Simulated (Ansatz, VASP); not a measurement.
## One calculation of Cu, two programs

```
Cu
1.0
     2.56651    0.00000    0.00000
    -1.28326    2.22267    0.00000
     0.00000    0.00000   26.47770
Cu
6
Direct
  0.16667 0.33333 0.30284
  0.50000 0.00000 0.38132
  0.83333 0.66667 0.46032
  0.16667 0.33333 0.53968
  0.50000 0.00000 0.61868
  0.83333 0.66667 0.69716
```

Alike in both runs: task single point; functional PBE; k mesh 15 × 15 × 1; occupations fermi-dirac, width 0.1 eV; no spin polarisation.

|  | VASP | Ansatz |
| --- | --- | --- |
| version | VASP 6.6.1 | Ansatz 0.2.0 |
| potentials or method | VASP PAW PBE potentials, release 64 (Cu) | PAW with Ansatz's default frozen-core files, scalar-relativistic |
| plane-wave cutoff (eV) | 520 | 420 |
| valence electrons in the cell | 66 | 114 |

VASP gave:

| Property | Result |
| --- | --- |
| rms of the force components (eV/Å) | 0.007 |

Problem. What did Ansatz give for the same quantities?

Solution. rms of the force components (eV/Å): 0.000.

Atom by atom the forces differ by 0.006 eV/Å (rms over components). VASP's potentials hold 66 valence electrons a cell and Ansatz's 114, so a difference there can come from the potentials and not from the codes. Ansatz's warnings: slab cell height set.
